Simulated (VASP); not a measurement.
# LiCl (I4/mmm) in VASP: single point with r2SCAN

Aim: the single point of LiCl with r2SCAN.

Program: VASP 6.6.1. These are calculated values, not measurements. Logs are shortened: lines on timing, memory, paths and dates and some standing lists are left out, and cuts for length are marked.

### Step 1. The cell of the first run

The structure is tetragonal, space group I4/mmm (No. 139). The conventional cell has a = 3.627 Å, b = 3.627 Å, c = 4.924 Å, α = 90.00°, β = 90.00°, γ = 90.00°. Within 3.3 Å of Li (site symmetry 4/mmm) lie 6 Cl at 2.46 to 2.56 Å. Within 3.3 Å of Cl (site symmetry 4/mmm) lie 6 Li at 2.46 to 2.56 Å.

### Step 2. Single point, r2SCAN (strain -0.0400 x Voigt [1, 0, 0, 0, 0, 0])

File POSCAR:

```
LiCl
1.0
    0.0000000000      2.5647600000      2.5647600000
    2.4621696000      0.0000000000      2.5647600000
    2.4621696000      2.5647600000      0.0000000000
Li Cl
1 1
Direct
    0.0000000000      0.0000000000      0.0000000000
    0.5000000000      0.5000000000      0.5000000000
```

File INCAR.step1:

```
ALGO = Normal
EDIFF = 1E-4
ENCUT = 520
GGA = PE
ISMEAR = 0
LASPH = True
LCHARG = False
LREAL = False
LWAVE = True
NBANDS = 12
NELM = 80
PREC = Accurate
SIGMA = 0.05
```

File INCAR.step2:

```
ALGO = Normal
EDIFF = 1E-7
ENCUT = 520
ISIF = 2
ISMEAR = 0
ISTART = 1
LASPH = True
LCHARG = False
LMIXTAU = True
LREAL = False
LWAVE = False
METAGGA = R2SCAN
NBANDS = 12
NELM = 80
PREC = Accurate
SIGMA = 0.05
```

File KPOINTS:

```
k-points
0
Gamma
  8 8 8
```

Potentials or basis: VASP PAW PBE potentials, release 64 (Li_sv, Cl).

Command:

```bash
$ cat potpaw_PBE.64/Li_sv/POTCAR potpaw_PBE.64/Cl/POTCAR > POTCAR
$ cp INCAR.step1 INCAR
$ mpirun -np 1 vasp_std > vasp.out
$ cp INCAR.step2 INCAR
$ mpirun -np 1 vasp_std > vasp.out
```

OUTCAR:

```text
EDIFF = 1E-7
   ENCUT = 520
   ISIF = 2
   ISMEAR = 0
   ISTART = 1
   LASPH = True
   LREAL = False
   METAGGA = R2SCAN
   NELM = 80
   PREC = Accurate

 ion  position               nearest neighbor table
   1  0.000  0.000  0.000-   2 2.46   2 2.46   2 2.56   2 2.56   2 2.56   2 2.56
   2  0.500  0.500  0.500-   1 2.46   1 2.46   1 2.56   1 2.56   1 2.56   1 2.56

  LATTYP: Found a body centered tetragonal cell.
 ALAT       =     3.6271183762
 C/A-ratio  =     1.3576450199

  Lattice vectors:

 A1 = (  -2.4621696000,   0.0000000000,  -2.5647600000)
 A2 = (  -2.4621696000,   0.0000000000,   2.5647600000)
 A3 = (   2.4621696000,   2.5647600000,   0.0000000000)

Analysis of symmetry for initial positions (statically):
=====================================================================
 Subroutine PRICEL returns:
 Original cell was already a primitive cell.

 Routine SETGRP: Setting up the symmetry group for a
 body centered tetragonal supercell.

 Subroutine GETGRP returns: Found 16 space group operations
 (whereof 16 operations were pure point group operations)
 out of a pool of 16 trial point group operations.

The static configuration has the point symmetry D_4h.

Analysis of symmetry for dynamics (positions and initial velocities):
=====================================================================
 Subroutine PRICEL returns:
 Original cell was already a primitive cell.

 Routine SETGRP: Setting up the symmetry group for a
 body centered tetragonal supercell.

 Subroutine GETGRP returns: Found 16 space group operations
 (whereof 16 operations were pure point group operations)
 out of a pool of 16 trial point group operations.

The dynamic configuration has the point symmetry D_4h.

 Subroutine INISYM returns: Found 16 space group operations
 (whereof 16 operations are pure point group operations),
 and found     1 'primitive' translations

----------------------------------------------------------------------------------------

                                     Primitive cell

  volume of cell :      32.3923

  direct lattice vectors                    reciprocal lattice vectors
     0.000000000  2.564760000  2.564760000    -0.203072932  0.194950015  0.194950015
     2.462169600  0.000000000  2.564760000     0.203072932 -0.194950015  0.194950015
     2.462169600  2.564760000  0.000000000     0.203072932  0.194950015 -0.194950015

  length of vectors
     3.627118376  3.555316160  3.555316160     0.342417336  0.342417336  0.342417336

  position of ions in fractional coordinates (direct lattice)
     0.000000000  0.000000000  0.000000000
     0.500000000  0.500000000  0.500000000

  ion indices of the primitive-cell ions
   primitive index   ion index
                 1           1
                 2           2

----------------------------------------------------------------------------------------

 KPOINTS: k-points

Automatic generation of k-mesh.
 Grid dimensions read from file:
 generate k-points for:    8    8    8

 Generating k-lattice:

  Cartesian coordinates                     Fractional coordinates (reciprocal lattice)
    -0.025384117  0.024368752  0.024368752     0.125000000  0.000000000  0.000000000
     0.025384117 -0.024368752  0.024368752     0.000000000  0.125000000  0.000000000
     0.025384117  0.024368752 -0.024368752     0.000000000  0.000000000  0.125000000

  Length of vectors
     0.042802167  0.042802167  0.042802167

  Shift w.r.t. Gamma in fractional coordinates (k-lattice)
     0.000000000  0.000000000  0.000000000

 Subroutine IBZKPT returns following result:
 ===========================================

 Found     59 irreducible k-points:

 Following reciprocal coordinates:
            Coordinates               Weight
  0.000000  0.000000  0.000000      1.000000
  0.125000 -0.000000 -0.000000      8.000000
  0.250000 -0.000000 -0.000000      8.000000
  0.375000 -0.000000 -0.000000      8.000000
  0.500000 -0.000000 -0.000000      4.000000
  0.125000  0.125000  0.000000      4.000000
[... 16 lines left out ...]
  0.250000  0.125000  0.125000      4.000000
  0.375000  0.125000  0.125000      8.000000
 [... further k-points ...]
   k-points           NKPTS =     59   k-points in BZ     NKDIM =     59   number of bands    NBANDS=     12
   number of dos      NEDOS =    301   number of ions     NIONS =      2
   total plane-waves  NPLWV =  21952
   dimension x,y,z NGX =    28 NGY =   28 NGZ =   28
   dimension x,y,z NGXF=    56 NGYF=   56 NGZF=   56
   ions per type =               1   1
   NGX,Y,Z   is equivalent  to a cutoff of  12.83, 13.09, 13.09 a.u.
   NGXF,Y,Z  is equivalent  to a cutoff of  25.67, 26.19, 26.19 a.u.
 SYSTEM =  unknown system
   PREC   = accura    normal or accurate (medium, high low for compatibility)
   ISTART =      1    job   : 0-new  1-cont  2-samecut
   ICHARG =      0    charge: 1-file 2-atom 10-const
   ISPIN  =      1    spin polarized calculation?
   LNONCOLLINEAR =      F non collinear calculations
   LSORBIT =      F    spin-orbit coupling
   LASPH  =      T    aspherical Exc in radial PAW
   ENCUT  =  520.0 eV  38.22 Ry    6.18 a.u.   6.74  6.61  6.61*2*pi/ulx,y,z
   NELM   =     80;   NELMIN=  2; NELMDL=  0     # of ELM steps
   EDIFF  = 0.1E-06   stopping-criterion for ELM
   LREAL  =      F    real-space projection
   EDIFFG = 0.1E-05   stopping-criterion for IOM
   NSW    =      0    number of steps for IOM
   IBRION =     -1    ionic relax: 0-MD 1-quasi-New 2-CG
   NFREE  =      0    steps in history (QN), initial steepest desc. (CG)
   ISIF   =      2    stress and relaxation
   ISYM   =      2    0-nonsym 1-usesym 2-fastsym
   POTIM  = 0.5000    time-step for ionic-motion
   TEBEG  =    0.0;   TEEND  =   0.0 temperature during run
   PSTRESS=    0.0 pullay stress
   NELECT =      10.0000    total number of electrons
   NUPDOWN=      -1.0000    fix difference up-down
   EMIN   =  10.00;   EMAX   =-10.00  energy-range for DOS
   EFERMI =   0.00;   METHOD = LEGACY
   ISMEAR =     0;   SIGMA  =   0.05  broadening in eV -4-tet -1-fermi 0-gaus
   EFERMI_NEDOS =   21; number of points for ismear=-14 and -15
   IALGO  =     38    algorithm
   IMIX   =      4    mixing-type and parameters
     AMIX     =   0.40;   BMIX     =  1.00
     AMIX_MAG =   1.60;   BMIX_MAG =  1.00
  volume/ion in A,a.u.               =      16.20       109.30
  Fermi-wavevector in a.u.,A,eV,Ry     =   1.106440  2.090868 16.656367  1.224208
  Thomas-Fermi vector in A             =   2.242940
   LORBIT       =      0    0 simple, 1 ext, 2 COOP (PROOUT), +10 PAW based schemes
   METAGGA = R2SCAN    functional components
   LHFCALC =     F    Hartree Fock is set to
   AEXX    =    0.0000 exact exchange contribution
   IVDW    =     0    specifies the selected vdW correction
   LEPSILON=     F    determine dielectric tensor
   LRPA    =     F    only Hartree local field effects (RPA)
 non-spin polarized calculation
 Gauss-broadening in eV      SIGMA  =   0.05
  energy-cutoff  :      520.00
  volume of cell :       32.39
 maximum number of plane-waves:       890
   NGX = 13   NGY = 13   NGZ = 13

 number of electron       9.9999997 magnetization

 Free energy of the ion-electron system (eV)
  ---------------------------------------------------
  ext. energy  EPLUGINS =         0.00000000
  ---------------------------------------------------
  free energy    TOTEN  =       -12.58164830 eV

  energy without entropy =      -12.58164830  energy(sigma->0) =      -12.58164830

 E-fermi :   0.8707     XC(G=0):  -9.3509

 val. band max:        0.5442718394   @ k =   0.0000   0.0000   0.0000
 cond. band min:       8.0691554658   @ k =   0.0000   0.0000   0.0000
 fundamental gap:      7.5248836264
 Fermi energy:         0.8706540230

 k-point     1 :       0.0000    0.0000    0.0000
  band No.  band energies     occupation
      1     -44.2491      2.00000
      2     -13.6314      2.00000
      3       0.4134      2.00000
      4       0.5443      2.00000
      5       0.5443      2.00000
      6       8.0692      0.00000
      7      13.0879      0.00000
      8      13.0880      0.00000
      9      13.4494      0.00000
     10      15.6657      0.00000
     11      16.3253      0.00000
     12      16.3262      0.00000

 k-point     2 :       0.1250   -0.0000   -0.0000
  band No.  band energies     occupation
      1     -44.2487      2.00000
      2     -13.5473      2.00000
      3      -0.0558      2.00000
      4       0.4340      2.00000
      5       0.4818      2.00000
      6       8.5159      0.00000
      7      12.4776      0.00000
      8      13.0046      0.00000
      9      13.3918      0.00000
     10      14.4469      0.00000
     11      14.7507      0.00000
     12      17.0547      0.00000

 k-point     3 :       0.2500   -0.0000   -0.0000
  band No.  band energies     occupation
      1     -44.2475      2.00000
      2     -13.3322      2.00000
      3      -1.1715      2.00000
      4       0.3396      2.00000
      5       0.3570      2.00000
      6       8.7631      0.00000
      7      11.8721      0.00000
      8      12.3115      0.00000
      9      12.6144      0.00000
     10      15.3827      0.00000
     11      15.3955      0.00000
     12      17.6632      0.00000
[... 286 lines left out ...]
 k-point    23 :       0.2500    0.1250    0.1250
  band No.  band energies     occupation
      1     -44.2480      2.00000
      2     -13.4209      2.00000
      3      -0.5076      2.00000
      4      -0.0219      2.00000
      5       0.4899      2.00000
      6       9.0637      0.00000
      7      11.9392      0.00000
      8      12.5199      0.00000
      9      12.9491      0.00000
     10      13.7399      0.00000
     11      16.1260      0.00000
     12      18.0319      0.00000

 k-point    24 :       0.3750    0.1250    0.1250
  band No.  band energies     occupation
      1     -44.2468      2.00000
      2     -13.1932      2.00000
      3      -1.4627      2.00000
      4      -0.2679      2.00000
      5       0.3422      2.00000
      6       9.1752      0.00000
      7      11.5249      0.00000
      8      11.8591      0.00000
      9      12.7509      0.00000
     10      14.9883      0.00000
     11      17.6240      0.00000
     12      18.6439      0.00000

 [... further k-points ...]

------------------------ aborting loop because EDIFF is reached ----------------------------------------

  FORCE on cell =-STRESS in cart. coord.  units (eV):
  Direction    XX          YY          ZZ          XY          YZ          ZX
  --------------------------------------------------------------------------------------
  -------------------------------------------------------------------------------------
  Total        0.4471242      0.0213243      0.0213243      0.0000000      0.0000000      0.0000000
  in kB       22.1155299      1.0547352      1.0547352      0.0000000      0.0000000      0.0000000
  external PRESSURE =       8.0750001 kB  Pullay stress =       0.0000000 kB

 VOLUME and BASIS-vectors are now :
 -----------------------------------------------------------------------------
  energy-cutoff  :      520.00
  volume of cell :       32.39
      direct lattice vectors                 reciprocal lattice vectors
     0.000000000  2.564760000  2.564760000    -0.203072932  0.194950015  0.194950015
     2.462169600  0.000000000  2.564760000     0.203072932 -0.194950015  0.194950015
     2.462169600  2.564760000  0.000000000     0.203072932  0.194950015 -0.194950015

 POSITION                                       TOTAL-FORCE (eV/Angst)
 -----------------------------------------------------------------------------------
      0.00000      0.00000      0.00000        -0.000000      0.000000     -0.000000
      2.46217      2.56476      2.56476         0.000000      0.000000      0.000000
 -----------------------------------------------------------------------------------
    total drift:                                0.000000      0.000000      0.000000

  FREE ENERGIE OF THE ION-ELECTRON SYSTEM (eV)
  ---------------------------------------------------
  free  energy   TOTEN  =       -12.5816483004 eV

  energy  without entropy=      -12.5816483004  energy(sigma->0) =      -12.58164830
```

Run time: 2.5 min. Hardware: 1 thread of Intel Xeon Platinum 8175M at 2.50GHz (Skylake/Cascade Lake), shared host; peak memory 0.16 GiB.

What came out:

```
Free energy            : -12.5816 eV
Band gap on the k mesh : 7.52 eV
```

Caveat: the cell differs from its parent crystal (strain -0.0400 x Voigt [1, 0, 0, 0, 0, 0]); the cutoff is under 1.25 times the usual one of these potentials, so pressure, stress and relaxed cells hold a basis-set (Pulay) error; the PAW data sets were made with another functional, which shifts forces and pressure a little. A k mesh can miss the band edges.
